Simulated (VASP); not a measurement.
# Re (Im-3m) in VASP: single point with PBE

Aim: the single point of Re with PBE.

Program: VASP 6.6.1. These are calculated values, not measurements. Logs are shortened: lines on timing, memory, paths and dates and some standing lists are left out, and cuts for length are marked.

**1. The cell of the first run**

Symmetry: Im-3m, No. 229, cubic system. Conventional cell: a = 3.087 Å, b = 3.087 Å, c = 3.087 Å, α = 90.00°, β = 90.00°, γ = 90.00°. Re (site symmetry m-3m) has 14 Re at 2.67 to 3.09 Å within 3.5 Å.

**2. Single point, PBE**

INCAR

```
ALGO = Normal
EDIFF = 1E-6
ENCUT = 520
GGA = PE
ISIF = 2
ISMEAR = 0
LASPH = T
LCHARG = F
LREAL = F
LWAVE = F
NBANDS = 10
NELM = 60
PREC = Accurate
SIGMA = 0.05
```

KPOINTS

```
k-points
0
Gamma
  18 18 18
```

POSCAR

```
Re
1.0
   -1.5432869581      1.5432869581      1.5432869581
    1.5432869581     -1.5432869581      1.5432869581
    1.5432869581      1.5432869581     -1.5432869581
Re
1
Direct
    0.0000000000      0.0000000000      0.0000000000
```

Potentials or basis: VASP PAW PBE potentials, release 64 (Re).

The run is started by

```console
> cat potpaw_PBE.64/Re/POTCAR > POTCAR
> mpirun -np 1 vasp_std > vasp.out
```

OUTCAR:

```text
EDIFF = 1E-6
   ENCUT = 520
   GGA = PE
   ISIF = 2
   ISMEAR = 0
   LASPH = T
   LREAL = F
   NELM = 60
   PREC = Accurate

 ion  position               nearest neighbor table
   1  0.000  0.000  0.000-

  LATTYP: Found a body centered cubic cell.
 ALAT       =     3.0865739162

  Lattice vectors:

 A1 = (  -1.5432869581,   1.5432869581,   1.5432869581)
 A2 = (   1.5432869581,  -1.5432869581,   1.5432869581)
 A3 = (   1.5432869581,   1.5432869581,  -1.5432869581)

Analysis of symmetry for initial positions (statically):
=====================================================================
 Subroutine PRICEL returns:
 Original cell was already a primitive cell.

 Routine SETGRP: Setting up the symmetry group for a
 body centered cubic supercell.

 Subroutine GETGRP returns: Found 48 space group operations
 (whereof 48 operations were pure point group operations)
 out of a pool of 48 trial point group operations.

The static configuration has the point symmetry O_h .

Analysis of symmetry for dynamics (positions and initial velocities):
=====================================================================
 Subroutine PRICEL returns:
 Original cell was already a primitive cell.

 Routine SETGRP: Setting up the symmetry group for a
 body centered cubic supercell.

 Subroutine GETGRP returns: Found 48 space group operations
 (whereof 48 operations were pure point group operations)
 out of a pool of 48 trial point group operations.

The dynamic configuration has the point symmetry O_h .

 Subroutine INISYM returns: Found 48 space group operations
 (whereof 48 operations are pure point group operations),
 and found     1 'primitive' translations

----------------------------------------------------------------------------------------

                                     Primitive cell

  volume of cell :      14.7028

  direct lattice vectors                    reciprocal lattice vectors
    -1.543286958  1.543286958  1.543286958     0.000000000  0.323983817  0.323983817
     1.543286958 -1.543286958  1.543286958     0.323983817  0.000000000  0.323983817
     1.543286958  1.543286958 -1.543286958     0.323983817  0.323983817  0.000000000

  length of vectors
     2.673051422  2.673051422  2.673051422     0.458182309  0.458182309  0.458182309

  position of ions in fractional coordinates (direct lattice)
     0.000000000  0.000000000  0.000000000

  ion indices of the primitive-cell ions
   primitive index   ion index
                 1           1

----------------------------------------------------------------------------------------

 KPOINTS: k-points

Automatic generation of k-mesh.
 Grid dimensions read from file:
 generate k-points for:   18   18   18

 Generating k-lattice:

  Cartesian coordinates                     Fractional coordinates (reciprocal lattice)
     0.000000000  0.017999101  0.017999101     0.055555556  0.000000000  0.000000000
     0.017999101  0.000000000  0.017999101     0.000000000  0.055555556  0.000000000
     0.017999101  0.017999101  0.000000000     0.000000000  0.000000000  0.055555556

  Length of vectors
     0.025454573  0.025454573  0.025454573

  Shift w.r.t. Gamma in fractional coordinates (k-lattice)
     0.000000000  0.000000000  0.000000000

 Subroutine IBZKPT returns following result:
 ===========================================

 Found    195 irreducible k-points:

 Following reciprocal coordinates:
            Coordinates               Weight
  0.000000  0.000000  0.000000      1.000000
  0.055556  0.000000  0.000000     12.000000
  0.111111  0.000000  0.000000     12.000000
  0.166667  0.000000  0.000000     12.000000
  0.222222  0.000000  0.000000     12.000000
  0.277778  0.000000  0.000000     12.000000
[... 16 lines left out ...]
  0.333333  0.111111  0.000000     48.000000
  0.388889  0.111111 -0.000000     48.000000
 [... further k-points ...]
   k-points           NKPTS =    195   k-points in BZ     NKDIM =    195   number of bands    NBANDS=     10
   number of dos      NEDOS =    301   number of ions     NIONS =      1
   total plane-waves  NPLWV =   8000
   dimension x,y,z NGX =    20 NGY =   20 NGZ =   20
   dimension x,y,z NGXF=    40 NGYF=   40 NGZF=   40
   ions per type =               1
   NGX,Y,Z   is equivalent  to a cutoff of  12.44, 12.44, 12.44 a.u.
   NGXF,Y,Z  is equivalent  to a cutoff of  24.88, 24.88, 24.88 a.u.
 SYSTEM =  unknown system
   PREC   = accura    normal or accurate (medium, high low for compatibility)
   ISTART =      0    job   : 0-new  1-cont  2-samecut
   ICHARG =      2    charge: 1-file 2-atom 10-const
   ISPIN  =      1    spin polarized calculation?
   LNONCOLLINEAR =      F non collinear calculations
   LSORBIT =      F    spin-orbit coupling
   LASPH  =      T    aspherical Exc in radial PAW
   ENCUT  =  520.0 eV  38.22 Ry    6.18 a.u.   4.97  4.97  4.97*2*pi/ulx,y,z
   NELM   =     60;   NELMIN=  2; NELMDL= -5     # of ELM steps
   EDIFF  = 0.1E-05   stopping-criterion for ELM
   LREAL  =      F    real-space projection
   EDIFFG = 0.1E-04   stopping-criterion for IOM
   NSW    =      0    number of steps for IOM
   IBRION =     -1    ionic relax: 0-MD 1-quasi-New 2-CG
   NFREE  =      0    steps in history (QN), initial steepest desc. (CG)
   ISIF   =      2    stress and relaxation
   ISYM   =      2    0-nonsym 1-usesym 2-fastsym
   POTIM  = 0.5000    time-step for ionic-motion
   TEBEG  =    0.0;   TEEND  =   0.0 temperature during run
   PSTRESS=    0.0 pullay stress
   NELECT =       7.0000    total number of electrons
   NUPDOWN=      -1.0000    fix difference up-down
   EMIN   =  10.00;   EMAX   =-10.00  energy-range for DOS
   EFERMI =   0.00;   METHOD = LEGACY
   ISMEAR =     0;   SIGMA  =   0.05  broadening in eV -4-tet -1-fermi 0-gaus
   EFERMI_NEDOS =   21; number of points for ismear=-14 and -15
   IALGO  =     38    algorithm
   IMIX   =      4    mixing-type and parameters
     AMIX     =   0.40;   BMIX     =  1.00
     AMIX_MAG =   1.60;   BMIX_MAG =  1.00
  volume/ion in A,a.u.               =      14.70        99.22
  Fermi-wavevector in a.u.,A,eV,Ry     =   1.278324  2.415681 22.233435  1.634111
  Thomas-Fermi vector in A             =   2.410873
   LORBIT       =      0    0 simple, 1 ext, 2 COOP (PROOUT), +10 PAW based schemes
   GGA     = PE    functional components
   LHFCALC =     F    Hartree Fock is set to
   AEXX    =    0.0000 exact exchange contribution
   IVDW    =     0    specifies the selected vdW correction
   LEPSILON=     F    determine dielectric tensor
   LRPA    =     F    only Hartree local field effects (RPA)
 non-spin polarized calculation
 Gauss-broadening in eV      SIGMA  =   0.05
  energy-cutoff  :      520.00
  volume of cell :       14.70
 maximum number of plane-waves:       410
   NGX =  9   NGY =  9   NGZ =  9

 number of electron       6.9999999 magnetization

 Free energy of the ion-electron system (eV)
  ---------------------------------------------------
  ext. energy  EPLUGINS =         0.00000000
  ---------------------------------------------------
  free energy    TOTEN  =       -12.09182785 eV

  energy without entropy =      -12.09002214  energy(sigma->0) =      -12.09092500

 E-fermi :   8.8731     XC(G=0): -13.7370

 val. band max:        8.8670356877   @ k =  -0.1667   0.2778   0.0556
 cond. band min:       8.8792992393   @ k =  -0.3333   0.5000   0.0556
 fundamental gap:      0.0122635516
 Fermi energy:         8.8731308348

 k-point     1 :       0.0000    0.0000    0.0000
  band No.  band energies     occupation
      1      -1.9678      2.00000
      2       6.0983      2.00000
      3       6.0983      2.00000
      4       6.0983      2.00000
      5       9.5950      0.00000
      6       9.5950      0.00000
      7      24.3879      0.00000
      8      24.3879      0.00000
      9      24.3879      0.00000
     10      36.5511      0.00000

 k-point     2 :       0.0556    0.0000    0.0000
  band No.  band energies     occupation
      1      -1.8153      2.00000
      2       6.0119      2.00000
      3       6.0850      2.00000
      4       6.2453      2.00000
      5       9.4628      0.00000
      6       9.5988      0.00000
      7      24.5081      0.00000
      8      24.6444      0.00000
      9      24.7193      0.00000
     10      35.1012      0.00000

 k-point     3 :       0.1111    0.0000    0.0000
  band No.  band energies     occupation
      1      -1.3740      2.00000
      2       5.7720      2.00000
      3       6.0223      2.00000
      4       6.6812      2.00000
      5       9.1706      0.00000
      6       9.6157      0.00000
      7      24.7955      0.00000
      8      25.3921      0.00000
      9      25.5457      0.00000
     10      33.0989      0.00000

 k-point     4 :       0.1667    0.0000    0.0000
  band No.  band energies     occupation
      1      -0.6986      2.00000
      2       5.4263      2.00000
      3       5.8745      2.00000
      4       7.3900      2.00000
      5       8.9396      0.06027
      6       9.6588      0.00000
      7      24.9811      0.00000
      8      26.3054      0.00000
      9      26.5753      0.00000
     10      31.7098      0.00000
[... 222 lines left out ...]
 k-point    22 :       0.2778    0.1111    0.0000
  band No.  band energies     occupation
      1       1.6573      2.00000
      2       4.3690      2.00000
      3       5.6702      2.00000
      4       9.0248      0.00002
      5      10.2774      0.00000
      6      11.5055      0.00000
      7      22.0247      0.00000
      8      23.5900      0.00000
      9      28.0634      0.00000
     10      30.4400      0.00000

 k-point    23 :       0.3333    0.1111    0.0000
  band No.  band energies     occupation
      1       1.7636      2.00000
      2       4.1356      2.00000
      3       6.4468      2.00000
      4       9.3058      0.00000
      5      10.4310      0.00000
      6      12.8017      0.00000
      7      20.3832      0.00000
      8      22.4320      0.00000
      9      26.7463      0.00000
     10      32.0379      0.00000

 k-point    24 :       0.3889    0.1111   -0.0000
  band No.  band energies     occupation
      1       1.7274      2.00000
      2       3.9923      2.00000
      3       7.2419      2.00000
      4       9.3920      0.00000
      5      10.6937      0.00000
      6      13.8327      0.00000
      7      18.9975      0.00000
      8      21.7402      0.00000
      9      25.7196      0.00000
     10      32.7188      0.00000

 [... further k-points ...]
[... 5 lines left out ...]
  --------------------------------------------------------------------------------------
  -------------------------------------------------------------------------------------
  Total        0.8541821      0.8541821      0.8541821     -0.0000000      0.0000000      0.0000000
  in kB       93.0809874     93.0809874     93.0809874     -0.0000000      0.0000000      0.0000000
  external PRESSURE =      93.0809874 kB  Pullay stress =       0.0000000 kB

 VOLUME and BASIS-vectors are now :
 -----------------------------------------------------------------------------
  energy-cutoff  :      520.00
  volume of cell :       14.70
      direct lattice vectors                 reciprocal lattice vectors
    -1.543286958  1.543286958  1.543286958     0.000000000  0.323983817  0.323983817
     1.543286958 -1.543286958  1.543286958     0.323983817  0.000000000  0.323983817
     1.543286958  1.543286958 -1.543286958     0.323983817  0.323983817  0.000000000

 POSITION                                       TOTAL-FORCE (eV/Angst)
 -----------------------------------------------------------------------------------
      0.00000      0.00000      0.00000         0.000000      0.000000      0.000000
 -----------------------------------------------------------------------------------
    total drift:                                0.000000      0.000000      0.000000

  FREE ENERGIE OF THE ION-ELECTRON SYSTEM (eV)
  ---------------------------------------------------
  free  energy   TOTEN  =       -12.0918278505 eV

  energy  without entropy=      -12.0900221419  energy(sigma->0) =      -12.09092500
```

Wall time 18 s (1 thread of Intel Xeon Platinum 8124M at 3.00GHz (Skylake/Cascade Lake), shared host); peak memory 0.15 GiB.

Results:

```
Free energy : -12.0918 eV
Pressure    : 9.3 GPa
```

Levels at points of the mesh, in eV from the Fermi level:
```csv
k point,band 1,band 2,band 3,band 4,band 5,band 6,band 7,band 8
"(0.00, 0.00, 0.00)",-10.84,-2.77,-2.77,-2.77,0.72,0.72,15.51,15.51
"(0.50, 0.00, 0.00)",-7.60,-5.05,-0.07,0.61,1.51,4.48,10.05,11.94
"(0.50, 0.50, 0.50)",-7.21,-7.21,3.53,3.53,3.53,7.95,7.95,7.95
```

Caveat: spin-orbit coupling is left out, which moves the levels of the heavy elements.
